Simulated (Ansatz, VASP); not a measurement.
**Mg: VASP beside Ansatz**

INCAR

```
SYSTEM = Mg
  ALGO = Normal
  EDIFF = 1E-6
  ENCUT = 600
  GGA = PE
  GGA_COMPAT = .FALSE.
  ISIF = 2
  ISMEAR = -1
  LASPH = .TRUE.
  LCHARG = .FALSE.
  LREAL = .FALSE.
  LWAVE = .FALSE.
  NBANDS = 7
  NELM = 120
  PREC = Accurate
  SIGMA = 0.05
```

File KPOINTS:

```
k-points
0
G
  17 17 17
  0 0 0
```

POSCAR

```
Mg
1.0
   -1.7280914947      1.7280914947      1.7280914947
    1.7280914947     -1.7280914947      1.7280914947
    1.7280914947      1.7280914947     -1.7280914947
Mg
1
Direct
    0.0000000000      0.0000000000      0.0000000000
```

Input for Ansatz:

```yaml
crystal:
  lattice:
    - [-1.7280914947, 1.7280914947, 1.7280914947]
    - [1.7280914947, -1.7280914947, 1.7280914947]
    - [1.7280914947, 1.7280914947, -1.7280914947]
  atoms:
    - { symbol: Mg, position: [0.0, 0.0, 0.0] }
kpoints:
  mp_grid: { grid: [17, 17, 17] }
scf:
  occupations: { method: fermi_dirac, width: 0.05 }
hamiltonian:
  xc: pbe
  pseudopotentials: { kind: nc }
output:
  forces: true
  stress: true
  eigenvalues: true
```

Change from the starting cell: volume scaled by 0.9, norm-conserving files.

Alike in both runs: task single point; functional PBE; k mesh 17 × 17 × 17; occupations fermi-dirac, width 0.05 eV; no spin polarisation.

```csv
,VASP,Ansatz
version,VASP 6.6.1,Ansatz 0.2.0
potentials or method,"VASP PAW PBE potentials, release 64 (Mg)","norm-conserving pseudopotentials, scalar-relativistic"
plane-wave cutoff (eV),600,1143
valence electrons in the cell,2,10
```

Ansatz gave:

- pressure (GPa): 4.5

Task: Estimate VASP's values.

Result: Pressure (GPa): 4.4.

VASP's potentials hold 2 valence electrons a cell and Ansatz's 10, so a difference there can come from the potentials and not from the codes.
